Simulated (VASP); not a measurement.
A run of VASP 6.6.1:

Contents of INCAR:

```
ALGO = Normal
EDIFF = 1E-6
ENCUT = 520
GGA = PE
ISIF = 2
ISMEAR = 0
LASPH = True
LCHARG = False
LREAL = False
LWAVE = False
NBANDS = 64
NELM = 60
PREC = Accurate
SIGMA = 0.05
```

Contents of KPOINTS:

```
k-points
0
Gamma
  8 4 2
```

POSCAR

```
WS2
1.0
    3.1877810965      0.0000000000      0.0000000000
    0.0000000000      5.5213988226      0.0000000000
    0.0000000000      0.0000000000     14.7749686149
W S
4 8
Direct
    0.0000000000      0.3333333333      0.2500000000
    0.5000000000      0.8333333333      0.2500000000
    0.5000000000      0.1666666667      0.7500000000
    1.0000000000      0.6666666667      0.7500000000
    0.0000000000      0.3333333333      0.6436696728
    0.5000000000      0.8333333333      0.6436696728
    0.5000000000      0.1666666667      0.1436696728
    1.0000000000      0.6666666667      0.1436696728
    0.0000000000      0.3333333333      0.8563303272
    0.5000000000      0.8333333333      0.8563303272
    0.5000000000      0.1666666667      0.3563303272
    1.0000000000      0.6666666667      0.3563303272
```

Potentials or basis: VASP PAW PBE potentials, release 64 (W_sv, S).

The run is started by

```bash
$ cat potpaw_PBE.64/W_sv/POTCAR potpaw_PBE.64/S/POTCAR > POTCAR
$ mpirun -np 1 vasp_std > vasp.out
```

Hardware: 1 thread of Intel(R) Xeon(R) 6975P-C (Granite Rapids) (shared host).

Question: How long does it take, and how much memory?

Answer: Wall time 4 min on 1 thread of Intel(R) Xeon(R) 6975P-C (Granite Rapids), with other jobs on the host, peak memory 0.53 GiB. Counts: scf iterations 16, k points 30.
